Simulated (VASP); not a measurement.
Wanted: the native input for a VASP 6.6.1 run.

| Quantity | Value |
| --- | --- |
| Task | single point |
| Functional | PBE |
| Potentials or basis | VASP PAW PBE potentials, release 64 (Ni_sv_GW, Si) |
| Cutoff | 590 eV |
| k mesh | 8 × 7 × 5 |
| Occupations | fermi-dirac, width 0.05 eV |
| Spin | collinear spin, ferromagnetic start |
| Starting moments | [2.0, 2.0, 0.0, 0.0] μB |
| Fixed moment | 4 μB |
| Dipole correction | no |
| Further INCAR settings | ALGO = Normal; EDIFF = 1e-06; NBANDS = 34 |

The structure of SiNi lies in POSCAR:

```
SiNi
1.0
    2.9427706600      0.0000000000      0.0000000000
    0.0000000000      3.2803255400      0.0000000000
    0.0000000000      0.0000000000      4.6774467600
Ni Si
2 2
Direct
    0.5000000000      0.5000000000      0.3424955900
    0.0000000000      0.0000000000      0.6575044100
    0.5000000000      0.5000000000      0.8431431600
    0.0000000000      0.0000000000      0.1568568400
```

One way to write it, as run:

INCAR

```
SYSTEM = SiNi
PREC     = Accurate       ! precision mode
ENCUT    = 590            ! plane-wave cutoff, eV
EDIFF    = 1E-6           ! SCF threshold, eV
ISMEAR   = -1             ! smearing method
SIGMA    = 0.05           ! smearing width, eV
LREAL    = .False.        ! projectors in reciprocal space
LASPH    = .True.         ! aspherical terms in the spheres
NELM     = 200            ! most SCF steps
ALGO     = Normal         ! electronic algorithm
ISIF     = 2              ! what is computed and relaxed
LWAVE    = .False.        ! write WAVECAR
LCHARG   = .False.        ! write CHGCAR
ISPIN    = 2              ! spin polarisation
MAGMOM   = 2 2 0 0        ! initial moments
LORBIT   = 11             ! projections on sites
NUPDOWN  = 4.0            ! fixed moment
LMAXMIX  = 4              ! l up to which the mixer works
GGA      = PE             ! functional
NBANDS   = 34             ! bands
GGA_COMPAT= .False.
```

KPOINTS

```
Automatic mesh
0
Gamma
  8 7 5
  0 0 0
```

Potentials or basis: VASP PAW PBE potentials, release 64 (Ni_sv_GW, Si).

The run is started by

```sh
$ cat potpaw_PBE.64/Ni_sv_GW/POTCAR potpaw_PBE.64/Si/POTCAR > POTCAR
$ mpirun -np 1 vasp_std > vasp.out
```

Results of the run:

```yaml
Pressure: 26.6 GPa
Largest_force: 0.853 eV/Å
Net_moment: 4.00 μB per cell
Site_moments: Ni +1.23; Si +0.30 μB
Valence_electrons_inside_the_program's_atomic_spheres: Ni 16.44; Si 1.67
```

Caveat: the cell stands under pressure; the total moment is fixed, so each spin has its own Fermi level.

It took 3.4 min on 1 thread of Intel(R) Xeon(R) Platinum 8259CL CPU @ 2.50GHz (Skylake/Cascade Lake), on a shared host, peak memory 0.32 GiB.
